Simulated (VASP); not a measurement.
# Zr3O (P6_322) in VASP: single point with r2SCAN

Aim: the single point of Zr3O with r2SCAN.

Program: VASP 6.6.1. These are calculated values, not measurements. Logs are shortened: lines on timing, memory, paths and dates and some standing lists are left out, and cuts for length are marked.

### 1 The cell of the first run

The structure is hexagonal, space group P6_322 (No. 182). The conventional cell has a = 5.652 Å, b = 5.652 Å, c = 5.194 Å, α = 90.00°, β = 90.00°, γ = 120.00°. Within 3.0 Å of Zr (site symmetry 2) lie 2 O at 2.27 Å. O (site symmetry 32) has 6 Zr at 2.27 Å within 3.0 Å.

### 2 Single point, r2SCAN

Input file POSCAR:

```
Zr3O
1.0
    5.6518701150      0.0000000000      0.0000000000
   -2.8259350575      4.8946630985      0.0000000000
    0.0000000000      0.0000000000      5.1936822055
Zr O
6 2
Direct
    0.3398784057      0.0000000000      0.0000000000
    0.3398784057      0.3398784057      0.5000000000
    0.0000000000      0.3398784057      0.0000000000
    0.6601215943      0.0000000000      0.5000000000
    0.6601215943      0.6601215943      0.0000000000
    1.0000000000      0.6601215943      0.5000000000
    0.3333333333      0.6666666667      0.2500000000
    0.6666666667      0.3333333333      0.7500000000
```

Input file INCAR.step1:

```
PREC = Accurate
ENCUT = 520
ISMEAR = 0
SIGMA = 0.15
LREAL = F
LASPH = T
NELM = 60
NBANDS = 52
GGA = PE
ALGO = Normal
EDIFF = 1E-4
LWAVE = T
LCHARG = F
```

Input file INCAR.step2:

```
PREC = Accurate
ENCUT = 520
EDIFF = 1E-7
ISMEAR = 0
SIGMA = 0.15
LREAL = F
LASPH = T
NELM = 60
ALGO = Normal
ISIF = 2
LWAVE = F
LCHARG = F
METAGGA = R2SCAN
LMIXTAU = T
NBANDS = 52
ISTART = 1
```

Input file KPOINTS:

```
Automatic mesh
0
Gamma
  12 12 8
```

Potentials or basis: VASP PAW PBE potentials, release 64 (Zr_sv, O).

The run is started by

```sh
> cat potpaw_PBE.64/Zr_sv/POTCAR potpaw_PBE.64/O/POTCAR > POTCAR
> cp INCAR.step1 INCAR
> mpirun -np 1 vasp_std > vasp.out
> cp INCAR.step2 INCAR
> mpirun -np 1 vasp_std > vasp.out
```

OUTCAR:

```text
PREC = Accurate
   ENCUT = 520
   EDIFF = 1E-7
   ISMEAR = 0
   LREAL = F
   LASPH = T
   NELM = 60
   ISIF = 2
   METAGGA = R2SCAN
   ISTART = 1

 ion  position               nearest neighbor table
   1  0.340  0.000  0.000-   7 2.27   8 2.27   4 3.17   4 3.17   6 3.23   2 3.23   2 3.23   6 3.23
                             3 3.23   5 3.23   5 3.23   3 3.23   3 3.33   5 3.33
   2  0.340  0.340  0.500-   8 2.27   7 2.27   5 3.17   5 3.17   3 3.23   3 3.23   1 3.23   1 3.23
                             6 3.23   6 3.23   4 3.23   4 3.23   4 3.33   6 3.33
   3  0.000  0.340  0.000-   8 2.27   7 2.27   6 3.17   6 3.17   2 3.23   2 3.23   4 3.23   4 3.23
                             5 3.23   5 3.23   1 3.23   1 3.23   1 3.33   5 3.33
   4  0.660  0.000  0.500-   8 2.27   7 2.27   1 3.17   1 3.17   5 3.23   3 3.23   3 3.23   5 3.23
                             2 3.23   6 3.23   2 3.23   6 3.23   6 3.33   2 3.33
   5  0.660  0.660  0.000-   7 2.27   8 2.27   2 3.17   2 3.17   6 3.23   6 3.23   4 3.23   4 3.23
                             3 3.23   3 3.23   1 3.23   1 3.23   1 3.33   3 3.33
   6  0.000  0.660  0.500-   7 2.27   8 2.27   3 3.17   3 3.17   5 3.23   5 3.23   1 3.23   1 3.23
                             2 3.23   2 3.23   4 3.23   4 3.23   4 3.33   2 3.33
   7  0.333  0.667  0.250-   6 2.27   1 2.27   3 2.27   4 2.27   5 2.27   2 2.27
   8  0.667  0.333  0.750-   3 2.27   4 2.27   6 2.27   1 2.27   2 2.27   5 2.27

  LATTYP: Found a hexagonal cell.
 ALAT       =     5.6518701150
 C/A-ratio  =     0.9189316279

  Lattice vectors:

 A1 = (   5.6518701150,   0.0000000000,   0.0000000000)
 A2 = (  -2.8259350575,   4.8946630985,   0.0000000000)
 A3 = (   0.0000000000,   0.0000000000,   5.1936822055)

Analysis of symmetry for initial positions (statically):
=====================================================================
 Subroutine PRICEL returns:
 Original cell was already a primitive cell.

 Routine SETGRP: Setting up the symmetry group for a
 hexagonal supercell.

 Subroutine GETGRP returns: Found 12 space group operations
 (whereof  6 operations were pure point group operations)
 out of a pool of 24 trial point group operations.

The static configuration has the point symmetry D_3 .
 The point group associated with its full space group is D_6 .

Analysis of symmetry for dynamics (positions and initial velocities):
=====================================================================
 Subroutine PRICEL returns:
 Original cell was already a primitive cell.

 Routine SETGRP: Setting up the symmetry group for a
 hexagonal supercell.

 Subroutine GETGRP returns: Found 12 space group operations
 (whereof  6 operations were pure point group operations)
 out of a pool of 24 trial point group operations.

The dynamic configuration has the point symmetry D_3 .
 The point group associated with its full space group is D_6 .

 Subroutine INISYM returns: Found 12 space group operations
 (whereof  6 operations are pure point group operations),
 and found     1 'primitive' translations

----------------------------------------------------------------------------------------

                                     Primitive cell

  volume of cell :     143.6780

  direct lattice vectors                    reciprocal lattice vectors
     5.651870115  0.000000000  0.000000000     0.176932587  0.102152077  0.000000000
    -2.825935058  4.894663098  0.000000000     0.000000000  0.204304153  0.000000000
     0.000000000  0.000000000  5.193682206     0.000000000  0.000000000  0.192541623

  length of vectors
     5.651870115  5.651870115  5.193682206     0.204304153  0.204304153  0.192541623

  position of ions in fractional coordinates (direct lattice)
     0.339878406  0.000000000  0.000000000
     0.339878406  0.339878406  0.500000000
     0.000000000  0.339878406  0.000000000
     0.660121594  0.000000000  0.500000000
     0.660121594  0.660121594  0.000000000
     0.000000000  0.660121594  0.500000000
     0.333333333  0.666666667  0.250000000
     0.666666667  0.333333333  0.750000000

  ion indices of the primitive-cell ions
   primitive index   ion index
                 1           1
                 2           2
                 3           3
                 4           4
                 5           5
                 6           6
                 7           7
                 8           8

----------------------------------------------------------------------------------------

 KPOINTS: Automatic mesh

Automatic generation of k-mesh.
 Grid dimensions read from file:
 generate k-points for:   12   12    8

 Generating k-lattice:

  Cartesian coordinates                     Fractional coordinates (reciprocal lattice)
     0.014744382  0.008512673  0.000000000     0.083333333  0.000000000  0.000000000
     0.000000000  0.017025346  0.000000000     0.000000000  0.083333333  0.000000000
     0.000000000  0.000000000  0.024067703     0.000000000  0.000000000  0.125000000

  Length of vectors
     0.017025346  0.017025346  0.024067703

  Shift w.r.t. Gamma in fractional coordinates (k-lattice)
     0.000000000  0.000000000  0.000000000

 Subroutine IBZKPT returns following result:
 ===========================================

 Found     95 irreducible k-points:

 Following reciprocal coordinates:
            Coordinates               Weight
  0.000000  0.000000  0.000000      1.000000
  0.083333 -0.000000  0.000000      6.000000
  0.166667  0.000000  0.000000      6.000000
  0.250000 -0.000000  0.000000      6.000000
  0.333333  0.000000  0.000000      6.000000
  0.416667  0.000000  0.000000      6.000000
[... 16 lines left out ...]
  0.250000 -0.000000  0.125000     12.000000
  0.333333  0.000000  0.125000     12.000000
 [... further k-points ...]
   k-points           NKPTS =     95   k-points in BZ     NKDIM =     95   number of bands    NBANDS=     52
   number of dos      NEDOS =    301   number of ions     NIONS =      8
   total plane-waves  NPLWV =  70560
   dimension x,y,z NGX =    42 NGY =   42 NGZ =   40
   dimension x,y,z NGXF=    84 NGYF=   84 NGZF=   80
   ions per type =               6   2
   NGX,Y,Z   is equivalent  to a cutoff of  12.35, 12.35, 12.80 a.u.
   NGXF,Y,Z  is equivalent  to a cutoff of  24.71, 24.71, 25.61 a.u.
 SYSTEM =  unknown system
   PREC   = accura    normal or accurate (medium, high low for compatibility)
   ISTART =      1    job   : 0-new  1-cont  2-samecut
   ICHARG =      0    charge: 1-file 2-atom 10-const
   ISPIN  =      1    spin polarized calculation?
   LNONCOLLINEAR =      F non collinear calculations
   LSORBIT =      F    spin-orbit coupling
   LASPH  =      T    aspherical Exc in radial PAW
   ENCUT  =  520.0 eV  38.22 Ry    6.18 a.u.  10.51 10.51  9.66*2*pi/ulx,y,z
   NELM   =     60;   NELMIN=  2; NELMDL=  0     # of ELM steps
   EDIFF  = 0.1E-06   stopping-criterion for ELM
   LREAL  =      F    real-space projection
   EDIFFG = 0.1E-05   stopping-criterion for IOM
   NSW    =      0    number of steps for IOM
   IBRION =     -1    ionic relax: 0-MD 1-quasi-New 2-CG
   NFREE  =      0    steps in history (QN), initial steepest desc. (CG)
   ISIF   =      2    stress and relaxation
   ISYM   =      2    0-nonsym 1-usesym 2-fastsym
   POTIM  = 0.5000    time-step for ionic-motion
   TEBEG  =    0.0;   TEEND  =   0.0 temperature during run
   PSTRESS=    0.0 pullay stress
   NELECT =      84.0000    total number of electrons
   NUPDOWN=      -1.0000    fix difference up-down
   EMIN   =  10.00;   EMAX   =-10.00  energy-range for DOS
   EFERMI =   0.00;   METHOD = LEGACY
   ISMEAR =     0;   SIGMA  =   0.15  broadening in eV -4-tet -1-fermi 0-gaus
   EFERMI_NEDOS =   21; number of points for ismear=-14 and -15
   IALGO  =     38    algorithm
   IMIX   =      4    mixing-type and parameters
     AMIX     =   0.40;   BMIX     =  1.00
     AMIX_MAG =   1.60;   BMIX_MAG =  1.00
  volume/ion in A,a.u.               =      17.96       121.20
  Fermi-wavevector in a.u.,A,eV,Ry     =   1.368898  2.586842 25.495715  1.873882
  Thomas-Fermi vector in A             =   2.494821
   LORBIT       =      0    0 simple, 1 ext, 2 COOP (PROOUT), +10 PAW based schemes
   METAGGA = R2SCAN    functional components
   LHFCALC =     F    Hartree Fock is set to
   AEXX    =    0.0000 exact exchange contribution
   IVDW    =     0    specifies the selected vdW correction
   LEPSILON=     F    determine dielectric tensor
   LRPA    =     F    only Hartree local field effects (RPA)
 non-spin polarized calculation
 Gauss-broadening in eV      SIGMA  =   0.15
  energy-cutoff  :      520.00
  volume of cell :      143.68
 maximum number of plane-waves:      3890
   NGX = 21   NGY = 21   NGZ = 19

 number of electron      84.0000008 magnetization

 Free energy of the ion-electron system (eV)
  ---------------------------------------------------
  ext. energy  EPLUGINS =         0.00000000
  ---------------------------------------------------
  free energy    TOTEN  =      -160.75714043 eV

  energy without entropy =     -160.69855095  energy(sigma->0) =     -160.72784569

 E-fermi :   9.6041     XC(G=0): -12.3217

 val. band max:        9.6004120061   @ k =   0.2500   0.0833   0.5000
 cond. band min:       9.6066863570   @ k =   0.4167   0.0000   0.3750
 fundamental gap:      0.0062743509
 Fermi energy:         9.6041373767

 k-point     1 :       0.0000    0.0000    0.0000
  band No.  band energies     occupation
      1     -41.0658      2.00000
      2     -40.9087      2.00000
      3     -40.8978      2.00000
      4     -40.8978      2.00000
      5     -40.8838      2.00000
      6     -40.8838      2.00000
[... 44 lines left out ...]
     51      12.3929      0.00000
     52      12.4660      0.00000

 k-point     2 :       0.0833   -0.0000    0.0000
  band No.  band energies     occupation
      1     -41.0631      2.00000
      2     -40.9077      2.00000
      3     -40.9027      2.00000
      4     -40.9015      2.00000
      5     -40.8817      2.00000
      6     -40.8812      2.00000
[... 1202 lines left out ...]
 k-point    24 :       0.3333    0.0000    0.1250
  band No.  band energies     occupation
      1     -41.0218      2.00000
      2     -40.9430      2.00000
      3     -40.9199      2.00000
      4     -40.8990      2.00000
      5     -40.8779      2.00000
      6     -40.8773      2.00000
[... 44 lines left out ...]
     51      12.4553      0.00000
     52      12.5025      0.00000

 [... further k-points ...]

------------------------ aborting loop because EDIFF is reached ----------------------------------------

  FORCE on cell =-STRESS in cart. coord.  units (eV):
  Direction    XX          YY          ZZ          XY          YZ          ZX
  --------------------------------------------------------------------------------------
  -------------------------------------------------------------------------------------
  Total        0.0467960      0.0467960      0.1832065      0.0000000      0.0000000     -0.0000000
  in kB        0.5218301      0.5218301      2.0429662      0.0000000      0.0000000     -0.0000000
  external PRESSURE =       1.0288754 kB  Pullay stress =       0.0000000 kB

 VOLUME and BASIS-vectors are now :
 -----------------------------------------------------------------------------
  energy-cutoff  :      520.00
  volume of cell :      143.68
      direct lattice vectors                 reciprocal lattice vectors
     5.651870115  0.000000000  0.000000000     0.176932587  0.102152077  0.000000000
    -2.825935058  4.894663098  0.000000000     0.000000000  0.204304153  0.000000000
     0.000000000  0.000000000  5.193682206     0.000000000  0.000000000  0.192541623

 POSITION                                       TOTAL-FORCE (eV/Angst)
 -----------------------------------------------------------------------------------
      1.92095      0.00000      0.00000         0.006422     -0.000000      0.000000
      0.96047      1.66359      2.59684         0.003211      0.005562      0.000000
     -0.96047      1.66359      0.00000        -0.003211      0.005562     -0.000000
      3.73092      0.00000      2.59684        -0.006422      0.000000     -0.000000
      1.86546      3.23107      0.00000        -0.003211     -0.005562     -0.000000
     -1.86546      3.23107      2.59684         0.003211     -0.005562     -0.000000
     -0.00000      3.26311      1.29842         0.000000      0.000000      0.000000
      2.82594      1.63155      3.89526         0.000000      0.000000      0.000000
 -----------------------------------------------------------------------------------
    total drift:                               -0.000001     -0.000001      0.000000

  FREE ENERGIE OF THE ION-ELECTRON SYSTEM (eV)
  ---------------------------------------------------
  free  energy   TOTEN  =      -160.7571404348 eV

  energy  without entropy=     -160.6985509472  energy(sigma->0) =     -160.72784569
```

Wall time 77 min (1 thread of Oxide Virtual Turin-like, shared host); peak memory 0.59 GiB.

Results:

```
Free energy            : -160.7571 eV
Pressure               : 0.1 GPa
Largest force          : 0.006 eV/Å
Band gap on the k mesh : zero (bands 42 and 43 overlap by 0.90 eV)
```

Forces on the atoms (eV/Å):
```
Zr   0.006  0.000  0.000
Zr   0.003  0.006  0.000
Zr  -0.003  0.006  0.000
Zr  -0.006  0.000  0.000
Zr  -0.003 -0.006  0.000
Zr   0.003 -0.006  0.000
O    0.000  0.000  0.000
O    0.000  0.000  0.000
```

Caveat: the PAW data sets were made with another functional, which shifts forces and pressure a little.
